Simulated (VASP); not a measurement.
# Zn in VASP: further runs

Zn is run at these levels: PBEsol; tasks: single point, relaxation of the atoms.

Everything below comes from runs of VASP 6.6.1. Logs are shortened: lines on timing, memory, paths and dates and some standing lists are left out, and cuts for length are marked.

## Step 1: The cell of the first run

The cell holds a slab with vacuum, 4 atoms: a = 2.590 Å, b = 2.590 Å, c = 23.377 Å, α = 90.00°, β = 90.00°, γ = 120.00°.

## Step 2: Single point, PBEsol

Input file INCAR:

```
SYSTEM = Zn
PREC     = Accurate       ! precision mode
ENCUT    = 520            ! plane-wave cutoff, eV
EDIFF    = 1E-6           ! SCF threshold, eV
ISMEAR   = -1             ! smearing method
SIGMA    = 0.1            ! smearing width, eV
LREAL    = .FALSE.        ! projectors in reciprocal space
LASPH    = .TRUE.         ! aspherical terms in the spheres
NELM     = 60             ! most SCF steps
ALGO     = Normal         ! electronic algorithm
ISIF     = 2              ! what is computed and relaxed
LWAVE    = .FALSE.        ! write WAVECAR
LCHARG   = .FALSE.        ! write CHGCAR
GGA      = PS             ! functional
NBANDS   = 32             ! bands
```

Input file KPOINTS:

```
Automatic mesh
0
G
  16 16 1
  0 0 0
```

Input file POSCAR:

```
Zn
1.0
    2.5896975869      0.0000000000      0.0000000000
   -1.2948487935      2.2427438984      0.0000000000
    0.0000000000      0.0000000000     23.3765000000
Zn
4
Direct
    0.8333333333      0.1666666667      0.3477458653
    0.1666666667      0.8333333333      0.4505198692
    0.8333333333      0.1666666667      0.5494801314
    0.1666666667      0.8333333333      0.6522541341
```

Potentials or basis: VASP PAW PBE potentials, release 64 (Zn).

Run with:

```bash
cat potpaw_PBE.64/Zn/POTCAR > POTCAR
mpirun -np 1 vasp_std > vasp.out
```

OUTCAR:

```text
SYSTEM = Zn
   PREC = Accurate
   ENCUT = 520
   EDIFF = 1E-6
   ISMEAR = -1
   LREAL = .FALSE.
   LASPH = .TRUE.
   NELM = 60
   ISIF = 2
   GGA = PS

 ion  position               nearest neighbor table
   1  0.833  0.167  0.348-   2 2.83   2 2.83   2 2.83
   2  0.167  0.833  0.451-   3 2.75   3 2.75   3 2.75   1 2.83   1 2.83   1 2.83
   3  0.833  0.167  0.549-   2 2.75   2 2.75   2 2.75   4 2.83   4 2.83   4 2.83
   4  0.167  0.833  0.652-   3 2.83   3 2.83   3 2.83

  LATTYP: Found a hexagonal cell.
 ALAT       =     2.5896975869
 C/A-ratio  =     9.0267296530

  Lattice vectors:

 A1 = (   2.5896975869,   0.0000000000,   0.0000000000)
 A2 = (  -1.2948487935,   2.2427438984,   0.0000000000)
 A3 = (   0.0000000000,   0.0000000000,  23.3765000000)

Analysis of symmetry for initial positions (statically):
=====================================================================
 Subroutine PRICEL returns:
 Original cell was already a primitive cell.

 Routine SETGRP: Setting up the symmetry group for a
 hexagonal supercell.

 Subroutine GETGRP returns: Found 12 space group operations
 (whereof  4 operations were pure point group operations)
 out of a pool of 24 trial point group operations.

The static configuration has the point symmetry C_2h.
 The point group associated with its full space group is D_3d.

Analysis of symmetry for dynamics (positions and initial velocities):
=====================================================================
 Subroutine PRICEL returns:
 Original cell was already a primitive cell.

 Routine SETGRP: Setting up the symmetry group for a
 hexagonal supercell.

 Subroutine GETGRP returns: Found 12 space group operations
 (whereof  4 operations were pure point group operations)
 out of a pool of 24 trial point group operations.

The dynamic configuration has the point symmetry C_2h.
 The point group associated with its full space group is D_3d.

 Subroutine INISYM returns: Found 12 space group operations
 (whereof  4 operations are pure point group operations),
 and found     1 'primitive' translations

----------------------------------------------------------------------------------------

                                     Primitive cell

  volume of cell :     135.7714

  direct lattice vectors                    reciprocal lattice vectors
     2.589697587  0.000000000  0.000000000     0.386145473  0.222941193  0.000000000
    -1.294848793  2.242743898  0.000000000     0.000000000  0.445882386  0.000000000
     0.000000000  0.000000000 23.376500000     0.000000000  0.000000000  0.042778004

  length of vectors
     2.589697587  2.589697587 23.376500000     0.445882386  0.445882386  0.042778004

  position of ions in fractional coordinates (direct lattice)
     0.833333333  0.166666667  0.347745865
     0.166666667  0.833333333  0.450519869
     0.833333333  0.166666667  0.549480131
     0.166666667  0.833333333  0.652254134

  ion indices of the primitive-cell ions
   primitive index   ion index
                 1           1
                 2           2
                 3           3
                 4           4

----------------------------------------------------------------------------------------

 KPOINTS: Automatic mesh

Automatic generation of k-mesh.
 Grid dimensions read from file:
 generate k-points for:   16   16    1

 Generating k-lattice:

  Cartesian coordinates                     Fractional coordinates (reciprocal lattice)
     0.024134092  0.013933825  0.000000000     0.062500000  0.000000000  0.000000000
     0.000000000  0.027867649  0.000000000     0.000000000  0.062500000  0.000000000
     0.000000000  0.000000000  0.042778004     0.000000000  0.000000000  1.000000000

  Length of vectors
     0.027867649  0.027867649  0.042778004

  Shift w.r.t. Gamma in fractional coordinates (k-lattice)
     0.000000000  0.000000000  0.000000000

 Subroutine IBZKPT returns following result:
 ===========================================

 Found     30 irreducible k-points:

 Following reciprocal coordinates:
            Coordinates               Weight
  0.000000  0.000000  0.000000      1.000000
  0.062500  0.000000  0.000000      6.000000
  0.125000  0.000000  0.000000      6.000000
  0.187500  0.000000  0.000000      6.000000
  0.250000  0.000000  0.000000      6.000000
  0.312500  0.000000  0.000000      6.000000
[... 16 lines left out ...]
  0.187500  0.187500  0.000000      6.000000
  0.250000  0.187500  0.000000     12.000000
 [... further k-points ...]
   k-points           NKPTS =     30   k-points in BZ     NKDIM =     30   number of bands    NBANDS=     32
   number of dos      NEDOS =    301   number of ions     NIONS =      4
   total plane-waves  NPLWV =  72000
   dimension x,y,z NGX =    20 NGY =   20 NGZ =  180
   dimension x,y,z NGXF=    40 NGYF=   40 NGZF=  360
   ions per type =               4
   NGX,Y,Z   is equivalent  to a cutoff of  12.84, 12.84, 12.80 a.u.
   NGXF,Y,Z  is equivalent  to a cutoff of  25.68, 25.68, 25.60 a.u.
 SYSTEM =  Zn
   PREC   = accura    normal or accurate (medium, high low for compatibility)
   ISTART =      0    job   : 0-new  1-cont  2-samecut
   ICHARG =      2    charge: 1-file 2-atom 10-const
   ISPIN  =      1    spin polarized calculation?
   LNONCOLLINEAR =      F non collinear calculations
   LSORBIT =      F    spin-orbit coupling
   LASPH  =      T    aspherical Exc in radial PAW
   ENCUT  =  520.0 eV  38.22 Ry    6.18 a.u.   4.82  4.82 43.46*2*pi/ulx,y,z
   NELM   =     60;   NELMIN=  2; NELMDL= -5     # of ELM steps
   EDIFF  = 0.1E-05   stopping-criterion for ELM
   LREAL  =      F    real-space projection
   EDIFFG = 0.1E-04   stopping-criterion for IOM
   NSW    =      0    number of steps for IOM
   IBRION =     -1    ionic relax: 0-MD 1-quasi-New 2-CG
   NFREE  =      0    steps in history (QN), initial steepest desc. (CG)
   ISIF   =      2    stress and relaxation
   ISYM   =      2    0-nonsym 1-usesym 2-fastsym
   POTIM  = 0.5000    time-step for ionic-motion
   TEBEG  =    0.0;   TEEND  =   0.0 temperature during run
   PSTRESS=    0.0 pullay stress
   NELECT =      48.0000    total number of electrons
   NUPDOWN=      -1.0000    fix difference up-down
   EMIN   =  10.00;   EMAX   =-10.00  energy-range for DOS
   EFERMI =   0.00;   METHOD = LEGACY
   ISMEAR =    -1;   SIGMA  =   0.10  broadening in eV -4-tet -1-fermi 0-gaus
   EFERMI_NEDOS =   21; number of points for ismear=-14 and -15
   IALGO  =     38    algorithm
   IMIX   =      4    mixing-type and parameters
     AMIX     =   0.40;   BMIX     =  1.00
     AMIX_MAG =   1.60;   BMIX_MAG =  1.00
  volume/ion in A,a.u.               =      33.94       229.06
  Fermi-wavevector in a.u.,A,eV,Ry     =   1.157584  2.187517 18.231815  1.340001
  Thomas-Fermi vector in A             =   2.294194
   LORBIT       =      0    0 simple, 1 ext, 2 COOP (PROOUT), +10 PAW based schemes
   GGA     = PS    functional components
   LHFCALC =     F    Hartree Fock is set to
   AEXX    =    0.0000 exact exchange contribution
   IVDW    =     0    specifies the selected vdW correction
   LEPSILON=     F    determine dielectric tensor
   LRPA    =     F    only Hartree local field effects (RPA)
 non-spin polarized calculation
  energy-cutoff  :      520.00
  volume of cell :      135.77
 maximum number of plane-waves:      3701
 NGX is ok and might be reduce to    20
   NGX =  9   NGY =  9   NGZ = 87

 number of electron      47.9999990 magnetization

 Free energy of the ion-electron system (eV)
  ---------------------------------------------------
  ext. energy  EPLUGINS =         0.00000000
  ---------------------------------------------------
  free energy    TOTEN  =        -6.02953486 eV

  energy without entropy =       -6.00423828  energy(sigma->0) =       -6.01688657

 E-fermi :  -1.0384     XC(G=0):  -5.6655

 val. band max:       -1.1243943649   @ k =   0.3125   0.2500   0.0000
 cond. band min:      -0.8940837435   @ k =   0.1875   0.1250   0.0000
 fundamental gap:      0.2303106214
 Fermi energy:        -1.0383615501

 k-point     1 :       0.0000    0.0000    0.0000
  band No.  band energies     occupation
      1     -11.8578      2.00000
      2     -10.8026      2.00000
      3     -10.0037      2.00000
      4      -9.9195      2.00000
      5      -9.0749      2.00000
      6      -8.8787      2.00000
[... 24 lines left out ...]
     31       5.1391      0.00000
     32       7.4641      0.00000

 k-point     2 :       0.0625    0.0000    0.0000
  band No.  band energies     occupation
      1     -11.7365      2.00000
      2     -10.6890      2.00000
      3      -9.9170      2.00000
      4      -9.8570      2.00000
      5      -9.0641      2.00000
      6      -8.8969      2.00000
[... 24 lines left out ...]
     31       5.2541      0.00000
     32       7.5829      0.00000

 k-point     3 :       0.1250    0.0000    0.0000
  band No.  band energies     occupation
      1     -11.3801      2.00000
      2     -10.3645      2.00000
      3      -9.6907      2.00000
      4      -9.6836      2.00000
      5      -9.0426      2.00000
      6      -8.9458      2.00000
[... 24 lines left out ...]
     31       5.5985      0.00000
     32       7.9372      0.00000

 k-point     4 :       0.1875    0.0000    0.0000
  band No.  band energies     occupation
      1     -10.8219      2.00000
      2      -9.9125      2.00000
      3      -9.4961      2.00000
      4      -9.4089      2.00000
      5      -9.0306      2.00000
      6      -9.0117      2.00000
[... 654 lines left out ...]
     31       6.5071      0.00000
     32       7.5012      0.00000

 k-point    23 :       0.1875    0.1875    0.0000
  band No.  band energies     occupation
      1      -9.4807      2.00000
      2      -9.3053      2.00000
      3      -9.2495      2.00000
      4      -9.1683      2.00000
      5      -9.1521      2.00000
      6      -9.0085      2.00000
[... 24 lines left out ...]
     31       6.4577      0.00000
     32       6.9023      0.00000

 k-point    24 :       0.2500    0.1875    0.0000
  band No.  band energies     occupation
      1      -9.4004      2.00000
      2      -9.3407      2.00000
      3      -9.2975      2.00000
      4      -9.1504      2.00000
      5      -9.0677      2.00000
      6      -8.9915      2.00000
[... 24 lines left out ...]
     31       6.1787      0.00000
     32       6.5341      0.00000

 [... further k-points ...]

------------------------ aborting loop because EDIFF is reached ----------------------------------------

  FORCE on cell =-STRESS in cart. coord.  units (eV):
  Direction    XX          YY          ZZ          XY          YZ          ZX
  --------------------------------------------------------------------------------------
  -------------------------------------------------------------------------------------
  Total       -0.0620593     -0.0620593      0.1153176      0.0000000      0.0000000      0.0000000
  in kB       -0.7323336     -0.7323336      1.3608114      0.0000000      0.0000000      0.0000000
  external PRESSURE =      -0.0346186 kB  Pullay stress =       0.0000000 kB

 VOLUME and BASIS-vectors are now :
 -----------------------------------------------------------------------------
  energy-cutoff  :      520.00
  volume of cell :      135.77
      direct lattice vectors                 reciprocal lattice vectors
     2.589697587  0.000000000  0.000000000     0.386145473  0.222941193  0.000000000
    -1.294848793  2.242743898  0.000000000     0.000000000  0.445882386  0.000000000
     0.000000000  0.000000000 23.376500000     0.000000000  0.000000000  0.042778004

 POSITION                                       TOTAL-FORCE (eV/Angst)
 -----------------------------------------------------------------------------------
      1.94227      0.37379      8.12908        -0.000000     -0.000000     -0.012829
     -0.64742      1.86895     10.53158        -0.000000     -0.000000     -0.003487
      1.94227      0.37379     12.84492         0.000000      0.000000      0.003487
     -0.64742      1.86895     15.24742        -0.000000      0.000000      0.012829
 -----------------------------------------------------------------------------------
    total drift:                               -0.000000      0.000000     -0.000000

  FREE ENERGIE OF THE ION-ELECTRON SYSTEM (eV)
  ---------------------------------------------------
  free  energy   TOTEN  =        -6.0295348642 eV

  energy  without entropy=       -6.0042382839  energy(sigma->0) =       -6.01688657
```

It took 4 min on 1 thread of AMD EPYC 7R13, shared host; peak memory 0.27 GiB.

Results:

* Free energy: -6.0295 eV
* Largest force: 0.013 eV/Å
* Band gap on the k mesh: zero (band 24 reaches 0.07 eV, above the bottom of band 25 at -3.69 eV)

Forces on the atoms (eV/Å):
```
Zn   0.000  0.000 -0.013
Zn   0.000  0.000 -0.003
Zn   0.000  0.000  0.003
Zn   0.000  0.000  0.013
```

Levels at points of the mesh, in eV from the Fermi level:
| k point | band 22 | band 23 | band 24 | band 25 | band 26 | band 27 |
| --- | --- | --- | --- | --- | --- | --- |
| (0.00, 0.00, 0.00) | -6.99 | -6.94 | -4.64 | -2.65 | 0.82 | 3.23 |
| (0.50, 0.00, 0.00) | -2.19 | -1.70 | -1.47 | 0.82 | 1.10 | 2.18 |

Caveat: the PAW data sets were made with another functional, which shifts forces and pressure a little.

## Step 3: Relaxation of the atoms, PBEsol

Input file INCAR:

```
SYSTEM = Zn
ALGO = Normal
DIPOL = 0.5 0.5 0.500
EDIFF = 1E-7
EDIFFG = -0.01
ENCUT = 520
GGA = PS
IBRION = 2
IDIPOL = 3
ISIF = 2
ISMEAR = -1
LASPH = .True.
LCHARG = .False.
LDIPOL = .True.
LREAL = .False.
LWAVE = .False.
NELM = 80
NSW = 32
PREC = Accurate
SIGMA = 0.1
```

Input file KPOINTS:

```
k-points
0
Gamma
  16 16 1
  0 0 0
```

POSCAR is that of step 2.

Potentials or basis: VASP PAW PBE potentials, release 64 (Zn).

Run with:

```bash
cat potpaw_PBE.64/Zn/POTCAR > POTCAR
mpirun -np 1 vasp_std > vasp.out
```

Run time: 5.3 min. Hardware: 1 thread of Oxide Virtual Turin-like, shared host; peak memory 0.26 GiB.

Results (log left out):

```yaml
Free_energy: -6.0296 eV
Energy_gained_by_relaxing: 0.0 meV/atom
Ionic_steps: 3
Largest_force_after_relaxing: 0.010 eV/Å
Band_gap_on_the_k_mesh: zero (band 24 reaches 0.07 eV, above the bottom of band 25 at -3.69 eV)
```

Forces on the atoms (eV/Å):
```
Zn   0.000  0.000 -0.010
Zn   0.000  0.000 -0.003
Zn   0.000  0.000  0.003
Zn   0.000  0.000  0.010
```

Final structure:
```
Zn
1.0
     2.58970    0.00000    0.00000
    -1.29485    2.24274    0.00000
     0.00000    0.00000   23.37650
Zn
4
Direct
  0.83333 0.16667 0.34764
  0.16667 0.83333 0.45049
  0.83333 0.16667 0.54951
  0.16667 0.83333 0.65236
```

Levels at points of the mesh, in eV from the Fermi level:
| k point | band 21 | band 22 | band 23 | band 24 | band 25 | band 26 | band 27 | band 28 |
| --- | --- | --- | --- | --- | --- | --- | --- | --- |
| (0.00, 0.00, 0.00) | -6.99 | -6.99 | -6.94 | -4.64 | -2.66 | 0.82 | 3.22 | 4.19 |
| (0.50, 0.00, 0.00) | -2.84 | -2.19 | -1.70 | -1.47 | 0.82 | 1.10 | 2.18 | 3.08 |

Caveat: the PAW data sets were made with another functional, which shifts forces and pressure a little.
